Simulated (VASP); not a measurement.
## MgO: single point with LDA

The system is MgO.

```xyz
2
Lattice="0.0000 2.1061 2.1061 2.1061 0.0000 2.1061 2.1061 2.1061 0.0000" Properties=species:S:1:pos:R:3 pbc="T T T"
Mg    0.0000    0.0000    0.0000
O     2.1061    2.1061    2.1061
```

```json
{
 "Program": "VASP 6.6.1",
 "Task": "single point",
 "Functional": "LDA",
 "Potentials or basis": "VASP PAW LDA potentials, release 64 (Mg, O)",
 "Cutoff": "600 eV",
 "k mesh": "8 × 8 × 8",
 "Occupations": "fermi-dirac, width 0.02 eV",
 "Spin": "no spin polarisation",
 "Dipole correction": "no",
 "Further INCAR settings": "ALGO = Normal; EDIFF = 1e-06; NBANDS = 11"
}
```

```
Pressure               : -8.0 GPa
Band gap on the k mesh : 4.66 eV, direct
```

Levels at points of the mesh, in eV from the valence-band top:
```
           k point  band 1  band 2  band 3  band 4  band 5  band 6  band 7  band 8
(0.00, 0.00, 0.00)  -17.00    0.00    0.00    0.00    4.66   15.53   15.53   15.53
(0.50, 0.00, 0.00)  -15.65   -4.70   -0.67   -0.67    7.73   12.40   16.00   16.00
(0.50, 0.50, 0.00)  -15.38   -4.15   -1.37   -1.37    8.89    9.70   12.89   18.63
```

It took 2.3 s on 1 thread of Intel(R) Xeon(R) 6975P-C (Granite Rapids), on a shared host, peak memory 0.13 GiB.
